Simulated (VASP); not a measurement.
Set up this calculation in VASP 6.6.1, as the native input.

| Property | Result |
| --- | --- |
| Task | single point |
| Functional | PBE |
| Potentials or basis | VASP PAW PBE potentials, release 64 (Ni, O) |
| Cutoff | 520 eV |
| k mesh | 6 × 6 × 6 |
| Occupations | gaussian, width 0.1 eV |
| Spin | collinear spin, ferromagnetic start |
| Starting moments | [1.08, 1.08, 0.39] μB |
| Dipole correction | no |
| Further INCAR settings | ALGO = Normal; EDIFF = 1e-06; NBANDS = 24 |

The structure of Ni2O lies in POSCAR:

```
Ni2O
1.0
    0.0000000000      2.5239681771      2.5239681771
    2.5239681771      0.0000000000      2.5239681771
    2.5239681771      2.5239681771      0.0000000000
Ni O
2 1
Direct
    0.2500000000      0.2500000000      0.2500000000
    0.7500000000      0.7500000000      0.7500000000
    0.0000000000      0.0000000000      0.0000000000
```

These files were run (other wordings do the same):

INCAR

```
SYSTEM = Ni2O
PREC = Accurate ; ENCUT = 520
EDIFF = 1E-6 ; ISMEAR = 0
SIGMA = 0.1 ; LREAL = .False.
LASPH = .True. ; NELM = 150
ALGO = Normal ; ISIF = 2
LWAVE = .False. ; LCHARG = .False.
ISPIN = 2 ; MAGMOM = 1.08 1.08 0.39
LORBIT = 11 ; LMAXMIX = 4
GGA = PE ; NBANDS = 24
```

KPOINTS

```
regular mesh
0
Gamma
  6 6 6
  0 0 0
```

Potentials or basis: VASP PAW PBE potentials, release 64 (Ni, O).

Command:

```sh
$ cat potpaw_PBE.64/Ni/POTCAR potpaw_PBE.64/O/POTCAR > POTCAR
$ mpirun -np 1 vasp_std > vasp.out
```

It gave:

- Pressure: 0.2 GPa
- Net moment: 2.50 μB per cell
- Site moments: Ni +1.05; O +0.37 μB
- Valence electrons inside the program's atomic spheres: Ni 9.09; O 4.87

Wall time 18 s on 1 thread of AMD EPYC 9R45 96-Core Processor (Zen 5) (shared host), peak memory 0.14 GiB.
